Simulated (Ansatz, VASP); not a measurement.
# Two plane-wave programs on TaN

Contents of INCAR:

```
SYSTEM = TaN
  PREC = Accurate
  ENCUT = 600
  EDIFF = 1E-6
  ISMEAR = 0
  SIGMA = 0.25
  LREAL = .False.
  LASPH = .True.
  NELM = 120
  ALGO = Normal
  ISIF = 2
  LWAVE = .False.
  LCHARG = .False.
  GGA = PE
  NBANDS = 15
  GGA_COMPAT = .False.
```

File KPOINTS:

```
regular mesh
0
Gamma
  12 12 10
  0 0 0
```

POSCAR

```
TaN
1.0
    2.9380000000      0.0000000000      0.0000000000
   -1.4690000000      2.5443826363      0.0000000000
    0.0000000000      0.0000000000      2.8830000000
Ta N
1 1
Direct
    0.0000000000      0.0000000000      0.5000000000
    0.6666666667      0.3333333333      0.0000000000
```

Input for Ansatz:

```yaml
crystal:
  lattice:
    a: 2.938
    b: 2.938
    c: 2.883
    alpha: 90.0
    beta: 90.0
    gamma: 120.0
  space_group: 187
  atoms:
    - { symbol: Ta, position: [0.0, 0.0, 0.5] }
    - { symbol: "N", position: [0.6666666666666666, 0.3333333333333333, 0.0] }
basis:
  ecutwfc: 470.0
kpoints:
  mp_grid:
    grid: [12, 12, 10]
hamiltonian:
  xc: pbe
scf:
  occupations:
    method: gaussian
    width: 0.25
output:
  stress: true
```

Alike in both runs: task single point; functional PBE; k mesh 12 × 12 × 10; occupations gaussian, width 0.25 eV; no spin polarisation.

```csv
,VASP,Ansatz
version,VASP 6.6.1,Ansatz 0.2.0
potentials or method,"VASP PAW PBE potentials, release 64 (Ta_pv, N), cutoff 600 eV","plane waves, PAW"
valence electrons in the cell,16,18
```

Ansatz gave:

| Quantity | Value |
| --- | --- |
| pressure (GPa) | 4.7 |
| traceless stress, the component that is largest in VASP (GPa) | 0.71 |

**Question.** Which values does VASP return?

**Answer.** Pressure (GPa): 5.3; traceless stress, the component that is largest in VASP (GPa): 0.83.

VASP's potentials hold 16 valence electrons a cell and Ansatz's 18, so a difference there can come from the potentials and not from the codes.

Spin-orbit coupling is off throughout.
